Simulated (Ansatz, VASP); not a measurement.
PtS2 in VASP and in Ansatz

The input INCAR:

```
SYSTEM = PtS2
ALGO = Normal ; EDIFF = 1E-6
ENCUT = 520 ; GGA = PS
ISIF = 2 ; ISMEAR = 0
ISPIN = 2 ; LASPH = .True.
LCHARG = .True. ; LDAU = .True.
LDAUJ = 0 0 ; LDAUL = 2 -1
LDAUPRINT = 1 ; LDAUTYPE = 2
LDAUU = 2 0 ; LELF = .True.
LMAXMIX = 4 ; LORBIT = 11
LREAL = .False. ; LVHAR = .True.
LWAVE = .False. ; MAGMOM = 4 4 0 0 0 0
NBANDS = 35 ; NELM = 150
PREC = Accurate ; SIGMA = 0.05
```

The input KPOINTS:

```
k-points
0
Gamma
  7 7 3
  0 0 0
```

File POSCAR:

```
PtS2
1.0
    3.5431995400      0.0000000000      0.0000000000
   -1.7715997700      3.0685008100      0.0000000000
    0.0000000000      0.0000000000     10.0776001800
Pt S
2 4
Direct
    0.0000000000      0.0000000000      0.0000000000
    0.0000000000      0.0000000000      0.5000000000
    0.3333333333      0.6666666667      0.1250000000
    0.6666666667      0.3333333333      0.3750000000
    0.3333333333      0.6666666667      0.6250000000
    0.6666666667      0.3333333333      0.8750000000
```

Input for Ansatz:

```yaml
crystal:
  lattice:
    - [3.54319954, 0.0, 0.0]
    - [-1.77159977, 3.06850081, 0.0]
    - [0.0, 0.0, 10.07760018]
  atoms:
    - { symbol: Pt, position: [0.0, 0.0, 0.0], spin: 4.0 }
    - { symbol: S, position: [0.3333333333, 0.6666666667, 0.125] }
    - { symbol: S, position: [0.6666666667, 0.3333333333, 0.375] }
    - { symbol: Pt, position: [0.0, 0.0, 0.5], spin: 4.0 }
    - { symbol: S, position: [0.3333333333, 0.6666666667, 0.625] }
    - { symbol: S, position: [0.6666666667, 0.3333333333, 0.875] }
basis:
  ecutwfc: 420
  ecutrho_ratio: 4
kpoints:
  mp_grid: { grid: [7, 7, 3] }
hamiltonian:
  xc: pbesol
  hubbard:
    sites: [{ site: 0, l: d, u_eff: 2.0 }, { site: 3, l: d, u_eff: 2.0 }]
scf:
  occupations: { method: gaussian, width: 0.05 }
  lower_state_search: "off"
  max_iter: 150
output:
  forces: true
  stress: true
  eigenvalues: true
  populations: true
  hubbard: { sites: [{ site: 0, l: d }, { site: 3, l: d }] }
magnetization:
  spin_polarized: true
```

Alike in both runs: task single point; functional PBEsol; k mesh 7 × 7 × 3; occupations gaussian, width 0.05 eV; collinear spin; Hubbard terms Pt d U = 2.0 eV.

```csv
,VASP,Ansatz
version,VASP 6.6.1,Ansatz 0.2.0
potentials or method,"VASP PAW PBE potentials, release 64 (Pt, S), cutoff 520 eV","scalar-relativistic, plane waves, PAW"
valence electrons in the cell,44,60
```

```tsv
	VASP	Ansatz	Ansatz less VASP
gap on the k mesh at the Fermi level (eV)	0.31	0.30	-0.005
least direct gap on the mesh (eV)	0.85	0.85	-0.006
pressure (GPa)	-4.3	-2.6	+1.70
rms of the force components (eV/Å)	0.314	0.235	-0.0787
net moment per atom (μB)	0.00	0.00	0.000
```

VASP's potentials were made for PBE, not for PBEsol. The programs project onto different local orbitals, so the same U acts differently, and such runs can settle in different states. VASP's potentials hold 44 valence electrons a cell and Ansatz's 60, so a difference there can come from the potentials and not from the codes. Ansatz's warnings: seeded moment not kept.

Neither program's run includes spin-orbit coupling.
